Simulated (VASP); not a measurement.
# TaH4: relaxation of cell and atoms with PBE

The system is TaH4.

```
Ta H
1.0
    -2.66285    2.66285    1.68413
     2.66285   -2.66285    1.68413
     2.66285    2.66285   -1.68413
Ta H
1 4
Cartesian
  0.0000 0.0000 0.0000
  1.5977 0.5326 1.6841
  1.0651 2.1303 0.0000
  -0.5326 1.5977 1.6841
  3.1954 1.0651 0.0000
```

```
Program                : VASP 6.6.1
Task                   : relaxation of cell and atoms
Functional             : PBE
Potentials or basis    : VASP PAW PBE potentials, release 64 (Ta_pv, H)
Cutoff                 : 500 eV
k mesh                 : 4 × 4 × 4
Occupations            : gaussian, width 0.15 eV
Spin                   : no spin polarisation
Dipole correction      : no
Further INCAR settings : ALGO = Normal; EDIFF = 1e-07; IBRION = 2; EDIFFG = -0.08; NSW = 36; ISIF = 3
```

| Quantity | Value |
| --- | --- |
| Relaxed volume | 6.00 Å³/atom |
| Relaxed cell | a = 3.531 Å, b = 3.531 Å, c = 3.531 Å, α = 99.63°, β = 99.63°, γ = 131.73° |
| Space group after relaxing (to 0.1 Å) | I4/m (No. 87) |
| Energy gained by relaxing | 563.4 meV/atom |
| Ionic steps | 9 |
| Pressure after relaxing | 0.5 GPa |
| Largest force after relaxing | 0.054 eV/Å |
| Band gap on the k mesh | zero (an odd number of electrons rules out a gap without spin polarisation) |

Forces in eV/Å, atoms in the order of the input:
```
Ta   0.000  0.000  0.000
H    0.009  0.054  0.000
H   -0.009 -0.054  0.000
H   -0.054  0.009  0.000
H    0.054 -0.009  0.000
```

Stress tensor (GPa, compression positive):
```
0.60 0.00 0.00
0.00 0.60 0.00
0.00 0.00 0.35
```

The path:
```tsv
step	energy change (eV)	largest force (eV/Å)	pressure (GPa)	volume (Å³)
1	0.0000	0.7386	-33.57	47.77
2	-2.4350	0.3795	-19.96	35.21
3	-2.7608	0.1233	-4.17	31.24
4	-2.7667	0.0881	-0.14	30.53
5	-2.7666	0.0996	-1.90	30.83
6	-2.8017	0.0948	-1.68	30.54
7	-2.8148	0.0849	-0.98	30.20
8	-2.8148	0.0859	-1.03	30.22
9	-2.8169	0.0543	0.52	29.98
```

Final structure:
```
Ta H
1.0
    -2.27832    2.27832    1.44371
     2.27832   -2.27832    1.44371
     2.27832    2.27832   -1.44371
Ta H
1 4
Direct
  0.00000 0.00000 0.00000
  0.60862 0.79119 0.39982
  0.39138 0.20881 0.60018
  0.79119 0.39138 0.18257
  0.20881 0.60862 0.81743
```

Levels at points of the mesh, in eV from the Fermi level:
| k point | band 3 | band 4 | band 5 | band 6 | band 7 | band 8 | band 9 | band 10 | band 11 |
| --- | --- | --- | --- | --- | --- | --- | --- | --- | --- |
| (0.00, 0.00, 0.00) | -34.92 | -12.75 | -5.78 | -2.55 | -0.56 | -0.56 | 1.20 | 1.20 | 1.39 |
| (0.50, 0.00, 0.00) | -35.30 | -8.16 | -6.75 | -6.21 | -1.27 | -0.20 | 1.41 | 1.54 | 5.29 |
| (0.50, 0.50, 0.00) | -34.94 | -9.79 | -8.31 | -3.87 | -1.62 | 0.12 | 0.79 | 2.73 | 2.98 |
| (0.50, 0.50, 0.50) | -34.96 | -7.51 | -6.77 | -5.69 | -5.69 | 2.46 | 2.78 | 2.78 | 3.79 |

Run time: 120 s on 1 thread of Intel Xeon 8259CL, on a shared host, peak memory 0.18 GiB.

Caveat: the k points lie up to 0.64 Å⁻¹ apart in the final cell, too coarse for converged energies and pressures of a metal; the volume moved by over 15 % at a fixed basis, so the end points are rough; spin-orbit coupling is left out, which moves the levels of the heavy elements; the relaxation stopped at a loose force limit of 0.08 eV/Å, so its end isn't a converged minimum.
